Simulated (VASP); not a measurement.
Fe, 2 atoms in the cell. The structure is hexagonal, space group P6_3/mmc (No. 194). The conventional cell has a = 2.544 Å, b = 2.544 Å, c = 4.471 Å, α = 90.00°, β = 90.00°, γ = 120.00°. Within 3.4 Å of Fe (site symmetry -6m2) lie 12 Fe at 2.54 to 2.67 Å. This isn't the form of Fe at room conditions, which is bcc.

| Item | Value |
| --- | --- |
| Program | VASP 6.6.1 |
| Task | single point |
| Functional | BLYP |
| Potentials or basis | VASP PAW PBE potentials, release 64 (Fe) |
| Cutoff | 520 eV |
| k mesh | 14 × 14 × 8 |
| Occupations | fermi-dirac, width 0.05 eV |
| Spin | collinear spin, ferromagnetic start |
| Starting moments | [2.5, 2.5] μB |
| Dipole correction | no |
| Further INCAR settings | ALGO = Normal; EDIFF = 1e-06; NBANDS = 19 |

Potentials or basis: VASP PAW PBE potentials, release 64 (Fe).

Run with:

```sh
$ cat potpaw_PBE.64/Fe/POTCAR > POTCAR
$ mpirun -np 1 vasp_std > vasp.out
```

Hardware: 1 thread of Intel Xeon 8259CL, with other jobs on the host.

Problem. How long does it take, and how much memory?

Solution. Wall time 2.2 min on 1 thread of Intel Xeon 8259CL, with other jobs on the host, peak memory 0.21 GiB. Counts: scf iterations 16, k points 120.
